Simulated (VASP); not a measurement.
Input of a VASP 6.6.1 run:

File INCAR:

```
ALGO = Normal
EDIFF = 1E-6
ENCUT = 500
GGA = PE
GGA_COMPAT = False
ISIF = 2
ISMEAR = 0
LASPH = True
LCHARG = True
LELF = True
LREAL = False
LVHAR = True
LWAVE = False
NBANDS = 19
NELM = 120
PREC = Accurate
SIGMA = 0.01
```

File KPOINTS:

```
k-points
0
Gamma
  4 4 4
```

File POSCAR:

```
SrCl2
1.0
    0.0000000000      3.6105641803      3.6105641803
    3.6105641803      0.0000000000      3.6105641803
    3.6105641803      3.6105641803      0.0000000000
Sr Cl
1 2
Direct
    0.0000000000      0.0000000000      0.0000000000
    0.7500000000      0.7500000000      0.7500000000
    0.2500000000      0.2500000000      0.2500000000
```

Potentials or basis: VASP PAW PBE potentials, release 64 (Sr_sv, Cl).

Launch:

```bash
$ cat potpaw_PBE.64/Sr_sv/POTCAR potpaw_PBE.64/Cl/POTCAR > POTCAR
$ mpirun -np 1 vasp_std > vasp.out
```

Question: Estimate the band gap on the k mesh.

Answer: 4.95 eV (least direct gap 5.24 eV).

Question: Estimate the pressure.

Answer: -2.1 GPa.

A k mesh can miss the band edges.
